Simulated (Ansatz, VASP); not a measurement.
**CoSi in VASP and in Ansatz**

The input INCAR:

```
SYSTEM = CoSi
  ALGO = Normal
  EDIFF = 1E-6
  ENCUT = 520
  GGA = PS
  ISIF = 2
  ISMEAR = -1
  ISPIN = 2
  LASPH = .True.
  LCHARG = .False.
  LMAXMIX = 4
  LORBIT = 11
  LREAL = .False.
  LWAVE = .False.
  MAGMOM = 1 1 1 1 0 0 0 0
  NBANDS = 40
  NELM = 150
  NUPDOWN = 4.0
  PREC = Accurate
  SIGMA = 0.05
```

The input KPOINTS:

```
k-points
0
Gamma
  5 5 5
  0 0 0
```

The input POSCAR:

```
CoSi
1.0
    4.4380000000      0.0000000000      0.0000000000
    0.0000000000      4.4380000000      0.0000000000
    0.0000000000      0.0000000000      4.4380000000
Co Si
4 4
Direct
    0.8600000000      0.6400000000      0.3600000000
    0.6400000000      0.3600000000      0.8600000000
    0.3600000000      0.8600000000      0.6400000000
    0.1400000000      0.1400000000      0.1400000000
    0.1570000000      0.3430000000      0.6570000000
    0.3430000000      0.6570000000      0.1570000000
    0.6570000000      0.1570000000      0.3430000000
    0.8430000000      0.8430000000      0.8430000000
```

File input.yaml:

```yaml
crystal:
  lattice:
    - [4.438, 0.0, 0.0]
    - [0.0, 4.438, 0.0]
    - [0.0, 0.0, 4.438]
  atoms:
    - { symbol: Co, position: [0.86, 0.64, 0.36], spin: 1.0 }
    - { symbol: Co, position: [0.64, 0.36, 0.86], spin: 1.0 }
    - { symbol: Co, position: [0.36, 0.86, 0.64], spin: 1.0 }
    - { symbol: Co, position: [0.14, 0.14, 0.14], spin: 1.0 }
    - { symbol: Si, position: [0.157, 0.343, 0.657] }
    - { symbol: Si, position: [0.343, 0.657, 0.157] }
    - { symbol: Si, position: [0.657, 0.157, 0.343] }
    - { symbol: Si, position: [0.843, 0.843, 0.843] }
hamiltonian:
  xc: pbesol
  pseudopotentials: { kind: paw }
magnetization:
  spin_polarized: true
  initial_magnetization: 4.0
  spin_locking: { lock_magnetization: hard }
kpoints:
  mp_grid: { grid: [5, 5, 5] }
scf:
  occupations: { method: fermi_dirac, width: 0.05 }
  lower_state_search: "off"
output:
  forces: true
  stress: true
  eigenvalues: true
  write_density: true
  write_potential: true
  elf: true
  volumetric_format: npy
```

Alike in both runs: task single point; functional PBEsol; k mesh 5 × 5 × 5; occupations fermi-dirac, width 0.05 eV; collinear spin; fixed moment 4 μB.

|  | VASP | Ansatz |
| --- | --- | --- |
| version | VASP 6.6.1 | Ansatz 0.2.0 |
| potentials or method | VASP PAW PBE potentials, release 64 (Co, Si) | Ansatz PAW |
| plane-wave cutoff (eV) | 520 | 420 |
| valence electrons in the cell | 52 | 84 |

|  | VASP | Ansatz | Ansatz less VASP |
| --- | --- | --- | --- |
| pressure (GPa) | 0.1 | 0.0 | -0.15 |
| rms of the force components (eV/Å) | 0.010 | 0.002 | -0.0079 |
| net moment per atom (μB) | 0.50 | 0.50 | 0.000 |

VASP's potentials were made for PBE, not for PBEsol. Atom by atom the forces differ by 0.008 eV/Å (rms over components). VASP's potentials hold 52 valence electrons a cell and Ansatz's 84, so a difference there can come from the potentials and not from the codes.
